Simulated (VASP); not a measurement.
Input of a VASP 6.6.1 run:

Contents of INCAR:

```
  PREC = Accurate
  ENCUT = 520
  EDIFF = 1E-6
  ISMEAR = -1
  SIGMA = 0.01
  LREAL = Auto
  LASPH = True
  NELM = 60
  ALGO = Normal
  ISIF = 2
  LWAVE = False
  LCHARG = False
  GGA = PE
  NELECT = 280.0
  NBANDS = 162
```

File KPOINTS:

```
regular mesh
0
Gamma
  4 4 2
```

File POSCAR:

```
Ga16N15
1.0
    6.3600000000      0.0000000000      0.0000000000
   -3.1800000000      5.5079215680      0.0000000000
    0.0000000000      0.0000000000     10.3320000000
Ga N
16 15
Direct
    0.1666666667      0.3333333333     -0.0355685492
    0.1666666667      0.3333333333      0.5032184917
    0.1633919998      0.8316959999     -0.0032967075
    0.1618991077      0.8309495539      0.5023760967
    0.6683040001      0.3366080002     -0.0032967075
    0.6690504461      0.3381008923      0.5023760967
    0.6683040001      0.8316959999     -0.0032967075
    0.6690504461      0.8309495539      0.5023760967
    0.3497153937      0.1502846063      0.2576793061
    0.3351330575      0.1648669425      0.7471482505
    0.3497153937      0.6994307874      0.2576793061
    0.3351330575      0.6702661151      0.7471482505
    0.8005692126      0.1502846063      0.2576793061
    0.8297338849      0.1648669425      0.7471482505
    0.8333333333      0.6666666667      0.2542684344
    0.8333333333      0.6666666667      0.7499502113
    0.1666666667      0.3333333333      0.6910215553
    0.1626488294      0.8313244147      0.1865298182
    0.1665133841      0.8332566920      0.6885614170
    0.6686755853      0.3373511706      0.1865298182
    0.6667433080      0.3334866159      0.6885614170
    0.6686755853      0.8313244147      0.1865298182
    0.6667433080      0.8332566920      0.6885614170
    0.3321068748      0.1678931252      0.4384990117
    0.3349937470      0.1650062530      0.9400241218
    0.3321068748      0.6642137496      0.4384990117
    0.3349937470      0.6699874939      0.9400241218
    0.8357862504      0.1678931252      0.4384990117
    0.8300125061      0.1650062530      0.9400241218
    0.8333333333      0.6666666667      0.4391424672
    0.8333333333      0.6666666667      0.9379034457
```

Potentials or basis: VASP PAW PBE potentials, release 64 (Ga_d, N).

Run with:

```console
$ cat potpaw_PBE.64/Ga_d/POTCAR potpaw_PBE.64/N/POTCAR > POTCAR
$ mpirun -np 1 vasp_std > vasp.out
```

Question: Estimate the largest force.

Answer: 0.011 eV/Å.

Forces on the atoms (eV/Å):
```
Ga   0.000  0.000  0.002
Ga   0.000  0.000 -0.001
Ga  -0.002 -0.001  0.001
Ga  -0.006 -0.003  0.001
Ga   0.000  0.002  0.001
Ga   0.000  0.007  0.001
Ga   0.002 -0.001  0.001
Ga   0.006 -0.003  0.001
Ga  -0.006  0.003  0.004
Ga   0.002 -0.001 -0.007
Ga   0.000 -0.006  0.004
Ga   0.000  0.003 -0.007
Ga   0.006  0.003  0.004
Ga  -0.002 -0.001 -0.007
Ga   0.000  0.000 -0.004
Ga   0.000  0.000  0.009
N    0.000  0.000  0.003
N   -0.001  0.000 -0.002
N    0.001  0.001 -0.002
N    0.000  0.001 -0.002
N    0.000 -0.001 -0.002
N    0.001  0.000 -0.002
N   -0.001  0.001 -0.002
N   -0.004  0.002 -0.005
N   -0.007  0.004  0.008
N    0.000 -0.005 -0.005
N    0.000 -0.008  0.008
N    0.004  0.002 -0.005
N    0.007  0.004  0.008
N    0.000  0.000 -0.002
N    0.000  0.000 -0.001
```

Caveat: the cell carries a net charge on a neutralising background, which shifts energy and pressure; the cell differs from its parent crystal (atoms taken out, then relaxed in part).
